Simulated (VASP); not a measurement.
# Os in VASP: notebook

Os is run at these levels: PBE; tasks: electric field gradients.

All numbers are computed with VASP 6.6.1; they aren't measurements. Logs are shortened: lines on timing, memory, paths and dates and some standing lists are left out, and cuts for length are marked.

### Step 1. The cell of the first run

It takes space group I4/mmm (No. 139, tetragonal). The conventional cell has a = 2.724 Å, b = 2.724 Å, c = 3.968 Å, α = 90.00°, β = 90.00°, γ = 90.00°. Within 3.6 Å of Os (site symmetry 4/mmm) lie 12 Os at 2.72 to 2.76 Å.

### Step 2. Electric field gradients, PBE (z stretched by +2 % at fixed volume)

The input, INCAR:

```
SYSTEM = Os
PREC = Accurate
ENCUT = 520
EDIFF = 1E-8
ISMEAR = -1
SIGMA = 0.03
LREAL = .False.
LASPH = .True.
NELM = 100
ALGO = Normal
ISIF = 2
LWAVE = .False.
LCHARG = .False.
GGA = PE
LEFG = .True.
NBANDS = 10
```

The input, KPOINTS:

```
Automatic mesh
0
Gamma
  14 14 14
  0 0 0
```

The input, POSCAR:

```
Os
1.0
    0.0000000000      1.9258369711      1.9839000000
    1.9258369711      0.0000000000      1.9839000000
    1.9258369711      1.9258369711      0.0000000000
Os
1
Direct
    0.0000000000      0.0000000000      0.0000000000
```

Potentials or basis: VASP PAW PBE potentials, release 64 (Os).

Started as:

```
cat potpaw_PBE.64/Os/POTCAR > POTCAR
mpirun -np 1 vasp_std > vasp.out
```

OUTCAR:

```text
SYSTEM = Os
   PREC = Accurate
   ENCUT = 520
   EDIFF = 1E-8
   ISMEAR = -1
   LREAL = .False.
   LASPH = .True.
   NELM = 100
   ISIF = 2
   GGA = PE

 ion  position               nearest neighbor table
   1  0.000  0.000  0.000-

  LATTYP: Found a body centered tetragonal cell.
 ALAT       =     2.7235447634
 C/A-ratio  =     1.4568513994

  Lattice vectors:

 A1 = (  -1.9258369711,   0.0000000000,   1.9839000000)
 A2 = (   1.9258369711,   0.0000000000,   1.9839000000)
 A3 = (   0.0000000000,   1.9258369711,  -1.9839000000)

Analysis of symmetry for initial positions (statically):
=====================================================================
 Subroutine PRICEL returns:
 Original cell was already a primitive cell.

 Routine SETGRP: Setting up the symmetry group for a
 body centered tetragonal supercell.

 Subroutine GETGRP returns: Found 16 space group operations
 (whereof 16 operations were pure point group operations)
 out of a pool of 16 trial point group operations.

The static configuration has the point symmetry D_4h.

Analysis of symmetry for dynamics (positions and initial velocities):
=====================================================================
 Subroutine PRICEL returns:
 Original cell was already a primitive cell.

 Routine SETGRP: Setting up the symmetry group for a
 body centered tetragonal supercell.

 Subroutine GETGRP returns: Found 16 space group operations
 (whereof 16 operations were pure point group operations)
 out of a pool of 16 trial point group operations.

The dynamic configuration has the point symmetry D_4h.

 Subroutine INISYM returns: Found 16 space group operations
 (whereof 16 operations are pure point group operations),
 and found     1 'primitive' translations

----------------------------------------------------------------------------------------

                                     Primitive cell

  volume of cell :      14.7160

  direct lattice vectors                    reciprocal lattice vectors
     0.000000000  1.925836971  1.983900000    -0.259627376  0.259627376  0.252028832
     1.925836971  0.000000000  1.983900000     0.259627376 -0.259627376  0.252028832
     1.925836971  1.925836971  0.000000000     0.259627376  0.259627376 -0.252028832

  length of vectors
     2.764906373  2.764906373  2.723544763     0.445344003  0.445344003  0.445344003

  position of ions in fractional coordinates (direct lattice)
     0.000000000  0.000000000  0.000000000

  ion indices of the primitive-cell ions
   primitive index   ion index
                 1           1

----------------------------------------------------------------------------------------

 KPOINTS: Automatic mesh

Automatic generation of k-mesh.
 Grid dimensions read from file:
 generate k-points for:   14   14   14

 Generating k-lattice:

  Cartesian coordinates                     Fractional coordinates (reciprocal lattice)
    -0.018544813  0.018544813  0.018002059     0.071428571 -0.000000000  0.000000000
     0.018544813 -0.018544813  0.018002059    -0.000000000  0.071428571  0.000000000
     0.018544813  0.018544813 -0.018002059     0.000000000  0.000000000  0.071428571

  Length of vectors
     0.031810286  0.031810286  0.031810286

  Shift w.r.t. Gamma in fractional coordinates (k-lattice)
     0.000000000  0.000000000  0.000000000

 Subroutine IBZKPT returns following result:
 ===========================================

 Found    244 irreducible k-points:

 Following reciprocal coordinates:
            Coordinates               Weight
  0.000000  0.000000  0.000000      1.000000
  0.071429 -0.000000  0.000000      8.000000
  0.142857 -0.000000  0.000000      8.000000
  0.214286 -0.000000  0.000000      8.000000
  0.285714  0.000000  0.000000      8.000000
  0.357143 -0.000000  0.000000      8.000000
[... 16 lines left out ...]
  0.214286  0.142857  0.000000      8.000000
  0.285714  0.142857  0.000000      8.000000
 [... further k-points ...]
   k-points           NKPTS =    244   k-points in BZ     NKDIM =    244   number of bands    NBANDS=     10
   number of dos      NEDOS =    301   number of ions     NIONS =      1
   total plane-waves  NPLWV =  11520
   dimension x,y,z NGX =    24 NGY =   24 NGZ =   20
   dimension x,y,z NGXF=    48 NGYF=   48 NGZF=   40
   ions per type =               1
   NGX,Y,Z   is equivalent  to a cutoff of  14.43, 14.43, 12.21 a.u.
   NGXF,Y,Z  is equivalent  to a cutoff of  28.86, 28.86, 24.42 a.u.
 SYSTEM =  Os
   PREC   = accura    normal or accurate (medium, high low for compatibility)
   ISTART =      0    job   : 0-new  1-cont  2-samecut
   ICHARG =      2    charge: 1-file 2-atom 10-const
   ISPIN  =      1    spin polarized calculation?
   LNONCOLLINEAR =      F non collinear calculations
   LSORBIT =      F    spin-orbit coupling
   LASPH  =      T    aspherical Exc in radial PAW
   ENCUT  =  520.0 eV  38.22 Ry    6.18 a.u.   5.14  5.14  5.06*2*pi/ulx,y,z
   NELM   =    100;   NELMIN=  2; NELMDL= -5     # of ELM steps
   EDIFF  = 0.1E-07   stopping-criterion for ELM
   LREAL  =      F    real-space projection
   EDIFFG = 0.1E-06   stopping-criterion for IOM
   NSW    =      0    number of steps for IOM
   IBRION =     -1    ionic relax: 0-MD 1-quasi-New 2-CG
   NFREE  =      0    steps in history (QN), initial steepest desc. (CG)
   ISIF   =      2    stress and relaxation
   ISYM   =      2    0-nonsym 1-usesym 2-fastsym
   POTIM  = 0.5000    time-step for ionic-motion
   TEBEG  =    0.0;   TEEND  =   0.0 temperature during run
   PSTRESS=    0.0 pullay stress
   NELECT =       8.0000    total number of electrons
   NUPDOWN=      -1.0000    fix difference up-down
   EMIN   =  10.00;   EMAX   =-10.00  energy-range for DOS
   EFERMI =   0.00;   METHOD = LEGACY
   ISMEAR =    -1;   SIGMA  =   0.03  broadening in eV -4-tet -1-fermi 0-gaus
   EFERMI_NEDOS =   21; number of points for ismear=-14 and -15
   IALGO  =     38    algorithm
   IMIX   =      4    mixing-type and parameters
     AMIX     =   0.40;   BMIX     =  1.00
     AMIX_MAG =   1.60;   BMIX_MAG =  1.00
  volume/ion in A,a.u.               =      14.72        99.31
  Fermi-wavevector in a.u.,A,eV,Ry     =   1.336109  2.524880 24.288947  1.785187
  Thomas-Fermi vector in A             =   2.464761
   LORBIT       =      0    0 simple, 1 ext, 2 COOP (PROOUT), +10 PAW based schemes
   GGA     = PE    functional components
   LHFCALC =     F    Hartree Fock is set to
   AEXX    =    0.0000 exact exchange contribution
   IVDW    =     0    specifies the selected vdW correction
   LEPSILON=     F    determine dielectric tensor
   LRPA    =     F    only Hartree local field effects (RPA)
 non-spin polarized calculation
  energy-cutoff  :      520.00
  volume of cell :       14.72
 maximum number of plane-waves:       405
 NGX is ok and might be reduce to    24
   NGX = 11   NGY = 11   NGZ = 11

 number of electron       8.0000000 magnetization

 Free energy of the ion-electron system (eV)
  ---------------------------------------------------
  ext. energy  EPLUGINS =         0.00000000
  ---------------------------------------------------
  free energy    TOTEN  =       -11.08571152 eV

  energy without entropy =      -11.08160183  energy(sigma->0) =      -11.08365667

 E-fermi :   8.5602     XC(G=0): -13.7653

 val. band max:        8.5536430650   @ k =   0.4286  -0.0000   0.2857
 cond. band min:       8.5649180688   @ k =   0.3571   0.2857   0.0714
 fundamental gap:      0.0112750038
 Fermi energy:         8.5601931732

 k-point     1 :       0.0000    0.0000    0.0000
  band No.  band energies     occupation
      1      -1.7710      2.00000
      2       5.5446      2.00000
      3       5.9567      2.00000
      4       5.9567      2.00000
      5       8.3573      1.99769
      6       8.8891      0.00003
      7      22.8985      0.00000
      8      27.7822      0.00000
      9      28.7203      0.00000
     10      28.7203      0.00000

 k-point     2 :       0.0714   -0.0000    0.0000
  band No.  band energies     occupation
      1      -1.5454      2.00000
      2       5.5484      2.00000
      3       5.9195      2.00000
      4       6.0578      2.00000
      5       8.3016      1.99964
      6       8.8071      0.00053
      7      23.3102      0.00000
      8      27.2107      0.00000
      9      28.5479      0.00000
     10      29.1200      0.00000

 k-point     3 :       0.1429   -0.0000    0.0000
  band No.  band energies     occupation
      1      -0.9088      2.00000
      2       5.3521      2.00000
      3       6.0290      2.00000
      4       6.2996      2.00000
      5       8.2388      1.99996
      6       8.6523      0.08872
      7      24.3260      0.00000
      8      25.4777      0.00000
      9      29.5693      0.00000
     10      30.2595      0.00000

 k-point     4 :       0.2143   -0.0000    0.0000
  band No.  band energies     occupation
      1      -0.0090      2.00000
      2       5.1434      2.00000
      3       6.1121      2.00000
      4       6.4721      2.00000
      5       8.4532      1.94508
      6       8.6955      0.02178
      7      23.4600      0.00000
      8      25.6558      0.00000
      9      31.2371      0.00000
     10      31.9536      0.00000
[... 222 lines left out ...]
 k-point    22 :       0.1429    0.1429    0.0000
  band No.  band energies     occupation
      1      -0.6589      2.00000
      2       4.7444      2.00000
      3       6.6509      2.00000
      4       6.6509      2.00000
      5       7.3389      2.00000
      6       9.2175      0.00000
      7      24.9059      0.00000
      8      26.7344      0.00000
      9      28.9073      0.00000
     10      28.9073      0.00000

 k-point    23 :       0.2143    0.1429    0.0000
  band No.  band energies     occupation
      1       0.0267      2.00000
      2       4.4308      2.00000
      3       6.5455      2.00000
      4       6.9863      2.00000
      5       7.4585      2.00000
      6       9.3807      0.00000
      7      25.7043      0.00000
      8      26.0706      0.00000
      9      28.9945      0.00000
     10      29.4135      0.00000

 k-point    24 :       0.2857    0.1429    0.0000
  band No.  band energies     occupation
      1       0.9126      2.00000
      2       4.2834      2.00000
      3       5.9758      2.00000
      4       7.1405      2.00000
      5       8.3393      1.99873
      6       9.7133      0.00000
      7      23.9428      0.00000
      8      26.6865      0.00000
      9      29.0571      0.00000
     10      29.5360      0.00000

 [... further k-points ...]

------------------------ aborting loop because EDIFF is reached ----------------------------------------

  FORCE on cell =-STRESS in cart. coord.  units (eV):
  Direction    XX          YY          ZZ          XY          YZ          ZX
  --------------------------------------------------------------------------------------
  -------------------------------------------------------------------------------------
  Total       -0.6237585     -0.6237585     -1.3983551      0.0000000     -0.0000000      0.0000000
  in kB      -67.9107025    -67.9107025   -152.2436690      0.0000000     -0.0000000      0.0000000
  external PRESSURE =     -96.0216913 kB  Pullay stress =       0.0000000 kB

 VOLUME and BASIS-vectors are now :
 -----------------------------------------------------------------------------
  energy-cutoff  :      520.00
  volume of cell :       14.72
      direct lattice vectors                 reciprocal lattice vectors
     0.000000000  1.925836971  1.983900000    -0.259627376  0.259627376  0.252028832
     1.925836971  0.000000000  1.983900000     0.259627376 -0.259627376  0.252028832
     1.925836971  1.925836971  0.000000000     0.259627376  0.259627376 -0.252028832

 POSITION                                       TOTAL-FORCE (eV/Angst)
 -----------------------------------------------------------------------------------
      0.00000      0.00000      0.00000         0.000000      0.000000      0.000000
 -----------------------------------------------------------------------------------
    total drift:                               -0.000000     -0.000000     -0.000000

  FREE ENERGIE OF THE ION-ELECTRON SYSTEM (eV)
  ---------------------------------------------------
  free  energy   TOTEN  =       -11.0857115174 eV

  energy  without entropy=      -11.0816018315  energy(sigma->0) =      -11.08365667

 Electric field gradients (V/A^2)
---------------------------------------------------------------------
 ion       V_xx      V_yy      V_zz      V_xy      V_xz      V_yz
---------------------------------------------------------------------
   1      -3.765    -3.765     7.531    -0.000     0.000     0.000
---------------------------------------------------------------------

 Electric field gradients after diagonalization (V/A^2)
 (convention: |V_zz| > |V_xx| > |V_yy|)
----------------------------------------------------------------------
 ion       V_xx      V_yy      V_zz     asymmetry (V_yy - V_xx)/ V_zz
----------------------------------------------------------------------
   1      -3.766    -3.765     7.531       0.000
----------------------------------------------------------------------

           NMR quadrupolar parameters

 Cq : quadrupolar parameter    Cq=e*Q*V_zz/h
 eta: asymmetry parameters     (V_yy - V_xx)/ V_zz
 Q  : nuclear electric quadrupole moment in mb (millibarn)
----------------------------------------------------------------------
 ion       Cq(MHz)       eta       Q (mb)
----------------------------------------------------------------------
   1       0.018       0.000       1.000
----------------------------------------------------------------------
```

It took 41 s on 1 thread of AMD EPYC 7R43 (Zen 3), shared host; peak memory 0.13 GiB.

What came out:

| Quantity | Value |
| --- | --- |
| Free energy | -11.0857 eV |
| Pressure | -9.6 GPa |
| Band gap on the k mesh | zero (bands 4 and 5 overlap by 3.72 eV) |
| Largest electric field gradient by atom | Os +7.5 V/Å² |

Electric field gradients, principal values (V/Å²):
| atom | least | middle | greatest (by size) |
| --- | --- | --- | --- |
| 1 Os | -3.765 | -3.766 | 7.531 |

Caveat: the cell stands under tension; without QUAD_EFG the Cq values of the log hold for a quadrupole moment of 1 mb, not for the nuclei; spin-orbit coupling is left out, which moves the levels of the heavy elements.

### Step 3. Electric field gradients, PBE (z stretched by +1 % at fixed volume)

The input, INCAR:

```
PREC = Accurate
ENCUT = 520
EDIFF = 1E-8
ISMEAR = -1
SIGMA = 0.03
LREAL = False
LASPH = True
NELM = 60
ALGO = Normal
ISIF = 2
LWAVE = False
LCHARG = False
GGA = PE
LEFG = True
NBANDS = 10
```

The input, KPOINTS:

```
Automatic mesh
0
Gamma
  14 14 14
```

The input, POSCAR:

```
Os
1.0
    0.0000000000      1.9353473349      1.9644500000
    1.9353473349      0.0000000000      1.9644500000
    1.9353473349      1.9353473349      0.0000000000
Os
1
Direct
    0.0000000000      0.0000000000      0.0000000000
```

Potentials or basis: VASP PAW PBE potentials, release 64 (Os).

Started as:

```
cat potpaw_PBE.64/Os/POTCAR > POTCAR
mpirun -np 1 vasp_std > vasp.out
```

OUTCAR:

```text
PREC = Accurate
   ENCUT = 520
   EDIFF = 1E-8
   ISMEAR = -1
   LREAL = False
   LASPH = True
   NELM = 60
   ISIF = 2
   GGA = PE

 ion  position               nearest neighbor table
   1  0.000  0.000  0.000-

  LATTYP: Found a body centered tetragonal cell.
 ALAT       =     2.7369944489
 C/A-ratio  =     1.4354797108

  Lattice vectors:

 A1 = (  -1.9353473349,   0.0000000000,   1.9644500000)
[... 518 lines left out ...]
 -----------------------------------------------------------------------------------
    total drift:                               -0.000000     -0.000000      0.000000

  FREE ENERGIE OF THE ION-ELECTRON SYSTEM (eV)
  ---------------------------------------------------
  free  energy   TOTEN  =       -11.0911371749 eV

  energy  without entropy=      -11.0867120682  energy(sigma->0) =      -11.08892462

 Electric field gradients (V/A^2)
---------------------------------------------------------------------
 ion       V_xx      V_yy      V_zz      V_xy      V_xz      V_yz
---------------------------------------------------------------------
   1      -0.897    -0.897     1.793    -0.000     0.000     0.000
---------------------------------------------------------------------

 Electric field gradients after diagonalization (V/A^2)
 (convention: |V_zz| > |V_xx| > |V_yy|)
----------------------------------------------------------------------
 ion       V_xx      V_yy      V_zz     asymmetry (V_yy - V_xx)/ V_zz
----------------------------------------------------------------------
   1      -0.897    -0.897     1.793       0.000
----------------------------------------------------------------------

           NMR quadrupolar parameters

 Cq : quadrupolar parameter    Cq=e*Q*V_zz/h
 eta: asymmetry parameters     (V_yy - V_xx)/ V_zz
 Q  : nuclear electric quadrupole moment in mb (millibarn)
----------------------------------------------------------------------
 ion       Cq(MHz)       eta       Q (mb)
----------------------------------------------------------------------
   1       0.004       0.000       1.000
----------------------------------------------------------------------
```

OSZICAR:

```text
N       E                     dE             d eps       ncg     rms          rms(c)
DAV:   1     0.354159840892E+02    0.35416E+02   -0.42011E+03  4976   0.741E+02
DAV:   2    -0.107245695579E+02   -0.46141E+02   -0.43237E+02  5034   0.198E+02
DAV:   3    -0.118113437231E+02   -0.10868E+01   -0.10794E+01  5728   0.282E+01
DAV:   4    -0.118142972229E+02   -0.29535E-02   -0.29529E-02  5270   0.166E+00
DAV:   5    -0.118143076318E+02   -0.10409E-04   -0.10409E-04  5458   0.914E-02    0.147E+01
DAV:   6    -0.112492355729E+02    0.56507E+00   -0.66055E-01  5858   0.644E+00    0.636E+00
DAV:   7    -0.110953068864E+02    0.15393E+00   -0.43455E-01  6060   0.495E+00    0.331E-01
DAV:   8    -0.110925452038E+02    0.27617E-02   -0.21651E-03  5076   0.371E-01    0.239E-01
DAV:   9    -0.110911446669E+02    0.14005E-02   -0.76207E-04  5326   0.284E-01    0.193E-02
DAV:  10    -0.110911411387E+02    0.35282E-05   -0.86595E-06  5340   0.213E-02    0.889E-03
DAV:  11    -0.110911372363E+02    0.39025E-05   -0.87688E-07  5300   0.143E-02    0.216E-03
DAV:  12    -0.110911371459E+02    0.90349E-07   -0.67725E-09  3452   0.715E-04    0.371E-04
DAV:  13    -0.110911371670E+02   -0.21110E-07   -0.12323E-09  2700   0.363E-04    0.137E-04
DAV:  14    -0.110911371749E+02   -0.79004E-08   -0.67724E-11  2592   0.874E-05
   1 F= -.11091137E+02 E0= -.11088925E+02  d E =-.442511E-02
```

stdout:

```text
POSCAR found type information on POSCAR Os
 POSCAR found :  1 types and       1 ions
 scaLAPACK will be used
 LDA part: xc-table for (Slater+PW92), standard interpolation
 POSCAR, INCAR and KPOINTS ok, starting setup
 FFT: planning ... GRIDC
 FFT: planning ... GRID_SOFT
 FFT: planning ... GRID
 WAVECAR not read
 entering main loop
ion   1
```

Run time: 37 s. Hardware: 1 thread of AMD EPYC 7R43 (Zen 3), shared host; peak memory 0.13 GiB.

Results:

```
Free energy                             : -11.0911 eV
Pressure                                : -9.7 GPa
Band gap on the k mesh                  : zero (bands 4 and 5 overlap by 3.59 eV)
Largest electric field gradient by atom : Os +1.8 V/Å²
```

Levels at points of the mesh, in eV from the Fermi level:
```csv
k point,band 1,band 2,band 3,band 4,band 5,band 6,band 7,band 8,band 9
"(0.00, 0.00, 0.00)",-10.33,-2.88,-2.67,-2.67,-0.06,0.20,14.33,19.53,20.00
"(0.50, 0.00, 0.00)",-7.21,-2.99,-2.78,-0.16,2.25,2.36,8.43,13.84,19.80
"(0.50, 0.50, 0.00)",-7.06,-6.35,2.09,2.27,2.93,2.93,11.27,12.18,12.18
"(0.50, 0.00, 0.50)",-7.04,-6.37,2.25,2.40,2.84,3.04,11.66,11.82,12.00
```

Electric field gradients, principal values (V/Å²):
| atom | least | middle | greatest (by size) |
| --- | --- | --- | --- |
| 1 Os | -0.897 | -0.897 | 1.793 |

Caveat: the cell stands under tension; without QUAD_EFG the Cq values of the log hold for a quadrupole moment of 1 mb, not for the nuclei; spin-orbit coupling is left out, which moves the levels of the heavy elements.

(Part 1 of 2 ends here.)
